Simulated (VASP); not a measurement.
# Ti (Fm-3m) in VASP: a series of runs, part 3 of 3

VASP 6.6.1. The steps go on from the part before.

## Step 4: Single point, LDA

This run uses another cell than the first one, of 16.11 Å³/atom, 1.006 times its volume.

INCAR reads:

```
  PREC = Accurate
  ENCUT = 520
  EDIFF = 1E-6
  ISMEAR = -1
  SIGMA = 0.15
  LREAL = False
  LASPH = True
  NELM = 80
  ALGO = Fast
  ISIF = 2
  LWAVE = False
  LCHARG = True
  LELF = True
  LVHAR = True
  NBANDS = 12
```

KPOINTS reads:

```
Automatic mesh
0
Gamma
  20 20 20
```

POSCAR reads:

```
Ti
1.0
    0.0000000000      2.0045789316      2.0045789316
    2.0045789316      0.0000000000      2.0045789316
    2.0045789316      2.0045789316      0.0000000000
Ti
1
Direct
    0.0000000000      0.0000000000      0.0000000000
```

Potentials or basis: VASP PAW LDA potentials, release 64 (Ti_sv).

Launch:

```console
cat potpaw_LDA.64/Ti_sv/POTCAR > POTCAR
mpirun -np 1 vasp_std > vasp.out
```

OUTCAR:

```text
PREC = Accurate
   ENCUT = 520
   EDIFF = 1E-6
   ISMEAR = -1
   LREAL = False
   LASPH = True
   NELM = 80
   ISIF = 2

 ion  position               nearest neighbor table
   1  0.000  0.000  0.000-

  LATTYP: Found a face centered cubic cell.
 ALAT       =     4.0091578632

  Lattice vectors:

 A1 = (   0.0000000000,   2.0045789316,   2.0045789316)
 A2 = (   2.0045789316,   0.0000000000,   2.0045789316)
 A3 = (   2.0045789316,   2.0045789316,   0.0000000000)

Analysis of symmetry for initial positions (statically):
=====================================================================
 Subroutine PRICEL returns:
 Original cell was already a primitive cell.

 Routine SETGRP: Setting up the symmetry group for a
 face centered cubic supercell.

 Subroutine GETGRP returns: Found 48 space group operations
 (whereof 48 operations were pure point group operations)
 out of a pool of 48 trial point group operations.

The static configuration has the point symmetry O_h .

Analysis of symmetry for dynamics (positions and initial velocities):
=====================================================================
 Subroutine PRICEL returns:
 Original cell was already a primitive cell.

 Routine SETGRP: Setting up the symmetry group for a
 face centered cubic supercell.

 Subroutine GETGRP returns: Found 48 space group operations
 (whereof 48 operations were pure point group operations)
 out of a pool of 48 trial point group operations.

The dynamic configuration has the point symmetry O_h .

 Subroutine INISYM returns: Found 48 space group operations
 (whereof 48 operations are pure point group operations),
 and found     1 'primitive' translations

----------------------------------------------------------------------------------------

                                     Primitive cell

  volume of cell :      16.1101

  direct lattice vectors                    reciprocal lattice vectors
     0.000000000  2.004578932  2.004578932    -0.249428941  0.249428941  0.249428941
     2.004578932  0.000000000  2.004578932     0.249428941 -0.249428941  0.249428941
     2.004578932  2.004578932  0.000000000     0.249428941  0.249428941 -0.249428941

  length of vectors
     2.834902712  2.834902712  2.834902712     0.432023599  0.432023599  0.432023599

  position of ions in fractional coordinates (direct lattice)
     0.000000000  0.000000000  0.000000000

  ion indices of the primitive-cell ions
   primitive index   ion index
                 1           1

----------------------------------------------------------------------------------------

 KPOINTS: Automatic mesh

Automatic generation of k-mesh.
 Grid dimensions read from file:
 generate k-points for:   20   20   20

 Generating k-lattice:

  Cartesian coordinates                     Fractional coordinates (reciprocal lattice)
    -0.012471447  0.012471447  0.012471447     0.050000000  0.000000000  0.000000000
     0.012471447 -0.012471447  0.012471447     0.000000000  0.050000000  0.000000000
     0.012471447  0.012471447 -0.012471447     0.000000000  0.000000000  0.050000000

  Length of vectors
     0.021601180  0.021601180  0.021601180

  Shift w.r.t. Gamma in fractional coordinates (k-lattice)
     0.000000000  0.000000000  0.000000000

 Subroutine IBZKPT returns following result:
 ===========================================

 Found    256 irreducible k-points:

 Following reciprocal coordinates:
            Coordinates               Weight
  0.000000  0.000000  0.000000      1.000000
  0.050000  0.000000  0.000000      8.000000
  0.100000  0.000000  0.000000      8.000000
  0.150000  0.000000  0.000000      8.000000
  0.200000  0.000000  0.000000      8.000000
  0.250000  0.000000  0.000000      8.000000
[... 16 lines left out ...]
 -0.400000  0.050000  0.000000     24.000000
 -0.350000  0.050000  0.000000     24.000000
 [... further k-points ...]
   k-points           NKPTS =    256   k-points in BZ     NKDIM =    256   number of bands    NBANDS=     12
   number of dos      NEDOS =    301   number of ions     NIONS =      1
   total plane-waves  NPLWV =  13824
   dimension x,y,z NGX =    24 NGY =   24 NGZ =   24
   dimension x,y,z NGXF=    48 NGYF=   48 NGZF=   48
   ions per type =               1
   NGX,Y,Z   is equivalent  to a cutoff of  14.07, 14.07, 14.07 a.u.
   NGXF,Y,Z  is equivalent  to a cutoff of  28.15, 28.15, 28.15 a.u.
 SYSTEM =  unknown system
   PREC   = accura    normal or accurate (medium, high low for compatibility)
   ISTART =      0    job   : 0-new  1-cont  2-samecut
   ICHARG =      2    charge: 1-file 2-atom 10-const
   ISPIN  =      1    spin polarized calculation?
   LNONCOLLINEAR =      F non collinear calculations
   LSORBIT =      F    spin-orbit coupling
   LASPH  =      T    aspherical Exc in radial PAW
   ENCUT  =  520.0 eV  38.22 Ry    6.18 a.u.   5.27  5.27  5.27*2*pi/ulx,y,z
   NELM   =     80;   NELMIN=  2; NELMDL= -5     # of ELM steps
   EDIFF  = 0.1E-05   stopping-criterion for ELM
   LREAL  =      F    real-space projection
   EDIFFG = 0.1E-04   stopping-criterion for IOM
   NSW    =      0    number of steps for IOM
   IBRION =     -1    ionic relax: 0-MD 1-quasi-New 2-CG
   NFREE  =      0    steps in history (QN), initial steepest desc. (CG)
   ISIF   =      2    stress and relaxation
   ISYM   =      2    0-nonsym 1-usesym 2-fastsym
   POTIM  = 0.5000    time-step for ionic-motion
   TEBEG  =    0.0;   TEEND  =   0.0 temperature during run
   PSTRESS=    0.0 pullay stress
   NELECT =      12.0000    total number of electrons
   NUPDOWN=      -1.0000    fix difference up-down
   EMIN   =  10.00;   EMAX   =-10.00  energy-range for DOS
   EFERMI =   0.00;   METHOD = LEGACY
   ISMEAR =    -1;   SIGMA  =   0.15  broadening in eV -4-tet -1-fermi 0-gaus
   EFERMI_NEDOS =   21; number of points for ismear=-14 and -15
   IALGO  =     68    algorithm
   IMIX   =      4    mixing-type and parameters
     AMIX     =   0.40;   BMIX     =  1.00
     AMIX_MAG =   1.60;   BMIX_MAG =  1.00
  volume/ion in A,a.u.               =      16.11       108.72
  Fermi-wavevector in a.u.,A,eV,Ry     =   1.484005  2.804363 29.963721  2.202271
  Thomas-Fermi vector in A             =   2.597596
   LORBIT       =      0    0 simple, 1 ext, 2 COOP (PROOUT), +10 PAW based schemes
   GGA     = CA    functional components
   LHFCALC =     F    Hartree Fock is set to
   AEXX    =    0.0000 exact exchange contribution
   IVDW    =     0    specifies the selected vdW correction
   LEPSILON=     F    determine dielectric tensor
   LRPA    =     F    only Hartree local field effects (RPA)
 non-spin polarized calculation
 RMM-DIIS sequential band-by-band and
  energy-cutoff  :      520.00
  volume of cell :       16.11
 maximum number of plane-waves:       447
 NGX is ok and might be reduce to    24
   NGX = 11   NGY = 11   NGZ = 11

 number of electron      11.9999999 magnetization

 Free energy of the ion-electron system (eV)
  ---------------------------------------------------
  ext. energy  EPLUGINS =         0.00000000
  ---------------------------------------------------
  free energy    TOTEN  =        -8.55797544 eV

  energy without entropy =       -8.44144336  energy(sigma->0) =       -8.49970940

 E-fermi :   8.8089     XC(G=0): -12.1479

 val. band max:        8.8084849487   @ k =  -0.4000   0.3000   0.1500
 cond. band min:       8.8126167156   @ k =   0.3000   0.0000   0.0000
 fundamental gap:      0.0041317670
 Fermi energy:         8.8089452855

 k-point     1 :       0.0000    0.0000    0.0000
  band No.  band energies     occupation
      1     -47.0854      2.00000
      2     -23.2129      2.00000
      3     -23.2129      2.00000
      4     -23.2129      2.00000
      5       2.6237      2.00000
      6       9.7002      0.00524
      7       9.7002      0.00524
      8       9.7002      0.00524
      9      11.4835      0.00000
     10      11.4835      0.00000
     11      24.5692      0.00000
     12      29.3338      0.00000

 k-point     2 :       0.0500    0.0000    0.0000
  band No.  band energies     occupation
      1     -47.0812      2.00000
      2     -23.2354      2.00000
      3     -23.2156      2.00000
      4     -23.2156      2.00000
      5       2.7111      2.00000
      6       9.6446      0.00758
      7       9.7332      0.00421
      8       9.7332      0.00421
      9      11.4613      0.00000
     10      11.4613      0.00000
     11      24.6568      0.00000
     12      28.6442      0.00000
[... 316 lines left out ...]
 k-point    24 :      -0.3500    0.0500    0.0000
  band No.  band energies     occupation
      1     -46.9375      2.00000
      2     -23.9479      2.00000
      3     -23.3293      2.00000
      4     -23.3002      2.00000
      5       5.7643      2.00000
      6       8.9577      0.54124
      7       9.6687      0.00646
      8       9.7574      0.00358
      9      12.0860      0.00000
     10      12.5191      0.00000
     11      19.6140      0.00000
     12      24.4520      0.00000

 [... further k-points ...]
[... 5 lines left out ...]
  --------------------------------------------------------------------------------------
  -------------------------------------------------------------------------------------
  Total       -0.0502780     -0.0502780     -0.0502780      0.0000000      0.0000000      0.0000000
  in kB       -5.0002165     -5.0002165     -5.0002165      0.0000000      0.0000000      0.0000000
  external PRESSURE =      -5.0002165 kB  Pullay stress =       0.0000000 kB

 VOLUME and BASIS-vectors are now :
 -----------------------------------------------------------------------------
  energy-cutoff  :      520.00
  volume of cell :       16.11
      direct lattice vectors                 reciprocal lattice vectors
     0.000000000  2.004578932  2.004578932    -0.249428941  0.249428941  0.249428941
     2.004578932  0.000000000  2.004578932     0.249428941 -0.249428941  0.249428941
     2.004578932  2.004578932  0.000000000     0.249428941  0.249428941 -0.249428941

 POSITION                                       TOTAL-FORCE (eV/Angst)
 -----------------------------------------------------------------------------------
      0.00000      0.00000      0.00000         0.000000      0.000000      0.000000
 -----------------------------------------------------------------------------------
    total drift:                               -0.000000      0.000000      0.000000

  FREE ENERGIE OF THE ION-ELECTRON SYSTEM (eV)
  ---------------------------------------------------
  free  energy   TOTEN  =        -8.5579754408 eV

  energy  without entropy=       -8.4414433554  energy(sigma->0) =       -8.49970940
```

stdout:

```text
POSCAR found type information on POSCAR Ti
 POSCAR found :  1 types and       1 ions
 scaLAPACK will be used
 LDA part: xc-table for (Slater(with rela. corr.)+CA(PZ))
 , standard interpolation
 POSCAR, INCAR and KPOINTS ok, starting setup
 FFT: planning ... GRIDC
 FFT: planning ... GRID_SOFT
 FFT: planning ... GRID
 WAVECAR not read
 entering main loop
WARNING in EDDRMM: call to ZHEGV failed, returncode =   6  3      6
WARNING in EDDRMM: call to ZHEGV failed, returncode =   6  3      6
WARNING in EDDRMM: call to ZHEGV failed, returncode =   8  4     11
WARNING in EDDRMM: call to ZHEGV failed, returncode =   6  3      6
WARNING in EDDRMM: call to ZHEGV failed, returncode =   6  3      6
```

Wall time 29 s (1 thread of Intel Xeon 6975P-C (Granite Rapids), shared host); peak memory 0.16 GiB.

Results:

| Item | Value |
| --- | --- |
| Free energy | -8.5580 eV |
| Pressure | -0.5 GPa |
| Band gap on the k mesh | zero (band 6 reaches 9.70 eV, above the bottom of band 7 at 8.41 eV) |

Levels at points of the mesh, in eV from the Fermi level:
| k point | band 4 | band 5 | band 6 | band 7 | band 8 | band 9 |
| --- | --- | --- | --- | --- | --- | --- |
| (0.00, 0.00, 0.00) | -32.02 | -6.19 | 0.89 | 0.89 | 0.89 | 2.67 |
| (0.50, 0.00, 0.00) | -32.13 | -2.76 | 0.74 | 0.74 | 0.94 | 3.90 |
| (0.50, 0.50, 0.00) | -32.33 | -2.86 | -1.94 | 3.28 | 3.87 | 4.22 |

## Step 5: Single point, LDA (volume scaled by 1.02)

INCAR reads:

```
ALGO = Normal ; EDIFF = 1E-6
ENCUT = 520 ; ISIF = 2
ISMEAR = -1 ; LASPH = True
LCHARG = True ; LELF = True
LREAL = False ; LVHAR = True
LWAVE = False ; NBANDS = 12
NELM = 80 ; PREC = Accurate
SIGMA = 0.15
```

KPOINTS reads:

```
k-points
0
Gamma
  20 20 20
```

POSCAR reads:

```
Ti
1.0
    0.0000000000      2.0178546757      2.0178546757
    2.0178546757      0.0000000000      2.0178546757
    2.0178546757      2.0178546757      0.0000000000
Ti
1
Direct
    0.0000000000      0.0000000000      0.0000000000
```

Launch:

```console
cat potpaw_LDA.64/Ti_sv/POTCAR > POTCAR
mpirun -np 1 vasp_std > vasp.out
```

Run time: 20 s. Hardware: 1 thread of Intel Xeon 6975P-C (Granite Rapids), shared host; peak memory 0.17 GiB.

Results (log left out):

```yaml
Free_energy: -8.5554 eV
Pressure: -2.4 GPa
Band_gap_on_the_k_mesh: zero (band 6 reaches 9.47 eV, above the bottom of band 7 at 8.19 eV)
```

Levels at points of the mesh, in eV from the Fermi level:
```csv
k point,band 3,band 4,band 5,band 6,band 7,band 8,band 9,band 10
"(0.00, 0.00, 0.00)",-32.08,-32.08,-6.14,0.88,0.88,0.88,2.62,2.62
"(0.50, 0.00, 0.00)",-32.18,-32.18,-2.71,0.74,0.74,0.88,3.81,3.81
"(0.50, 0.50, 0.00)",-32.37,-32.37,-2.78,-1.88,3.18,3.78,4.12,4.12
```

Caveat: the cell differs from its parent crystal (volume scaled by 1.02).

## Step 6: Relaxation of cell and atoms, LDA

This run uses another cell than the first one, of 16.73 Å³/atom, 1.045 times its volume.

INCAR reads:

```
  ALGO = Normal
  EDIFF = 1E-7
  EDIFFG = -0.005
  ENCUT = 600
  IBRION = 2
  ISIF = 3
  ISMEAR = 0
  LASPH = T
  LCHARG = F
  LREAL = F
  LWAVE = F
  NELM = 80
  NSW = 100
  PREC = Accurate
  SIGMA = 0.1
```

KPOINTS reads:

```
k-points
0
Gamma
  18 18 18
```

POSCAR reads:

```
Ti
1.0
    0.0000000000      2.0300000000      2.0300000000
    2.0300000000      0.0000000000      2.0300000000
    2.0300000000      2.0300000000      0.0000000000
Ti
1
Direct
    0.0000000000      0.0000000000      0.0000000000
```

Potentials or basis: VASP PAW LDA potentials, release 64 (Ti_sv).

Launch:

```console
cat potpaw_LDA.64/Ti_sv/POTCAR > POTCAR
mpirun -np 1 vasp_std > vasp.out
```

Run time: 31 s. Hardware: 1 thread of Intel Xeon 6975P-C (Granite Rapids), shared host; peak memory 0.17 GiB.

It converged, with:

```yaml
Free_energy: -8.5034 eV
Relaxed_volume: 15.99 Å³/atom
Relaxed_cell: a = 2.828 Å, b = 2.828 Å, c = 2.828 Å, α = 60.00°, β = 60.00°, γ = 60.00°
Space_group_after_relaxing_to_0.05_Å: Fm-3m (No. 225)
Energy_gained_by_relaxing: 12.2 meV/atom
Ionic_steps: 3
Pressure_after_relaxing: 0.0 GPa
Band_gap_on_the_k_mesh: zero (band 6 reaches 9.78 eV, above the bottom of band 7 at 8.39 eV)
```

Step by step:
| step | energy change (eV) | largest force (eV/Å) | pressure (GPa) | volume (Å³) |
| --- | --- | --- | --- | --- |
| 1 | 0.0000 | 0.0000 | -5.08 | 16.73 |
| 2 | -0.0058 | 0.0000 | 4.12 | 15.48 |
| 3 | -0.0122 | 0.0000 | 0.02 | 15.99 |

Final structure:
```cif
data_structure
_symmetry_space_group_name_H-M 'P 1'
_symmetry_Int_Tables_number 1
_cell_length_a 2.8278
_cell_length_b 2.8278
_cell_length_c 2.8278
_cell_angle_alpha 60.000
_cell_angle_beta 60.000
_cell_angle_gamma 60.000
_cell_volume 15.99
loop_
_atom_site_label
_atom_site_type_symbol
_atom_site_fract_x
_atom_site_fract_y
_atom_site_fract_z
_atom_site_occupancy
Ti1 Ti 0.00000 0.00000 0.00000 1
```

Levels at points of the mesh, in eV from the Fermi level:
```csv
k point,band 4,band 5,band 6,band 7,band 8,band 9
"(0.00, 0.00, 0.00)",-32.01,-6.20,0.89,0.89,0.89,2.69
"(0.50, 0.00, 0.00)",-32.12,-2.78,0.74,0.74,0.96,3.92
"(0.50, 0.50, 0.00)",-32.32,-2.89,-1.97,3.32,3.89,4.25
```

LDA usually gives volumes a few per cent too small. Zero-point motion and thermal expansion aren't in these numbers.

## Step 7: Overview

| task | cell | k mesh | cutoff (eV) | smearing | gap on the mesh (eV) | pressure (GPa) |
| --- | --- | --- | --- | --- | --- | --- |
| single point | a = 2.829 Å, angles 60.0°, 1 atom | 18 × 18 × 18 | 520 | gaussian 0.1 eV | none | -0.2 |
| single point | a = 2.816 Å, angles 60.0°, 1 atom | 20 × 20 × 20 | 520 | fermi-dirac 0.15 eV | none | 2.3 |
| single point | a = 2.835 Å, angles 60.0°, 1 atom | 20 × 20 × 20 | 520 | fermi-dirac 0.15 eV | none | -0.5 |
| single point | a = 2.854 Å, angles 60.0°, 1 atom | 20 × 20 × 20 | 520 | fermi-dirac 0.15 eV | none | -2.4 |
| relaxation of cell and atoms | relaxed from a = 2.871 Å, angles 60.0°, 1 atom | 18 × 18 × 18 | 600 | gaussian 0.1 eV | none | 0.0 |

Alike in all rows: level LDA; potentials or basis VASP PAW LDA potentials, release 64 (Ti_sv); no spin polarisation.

Absolute energies hang on the potentials; compare differences alone.
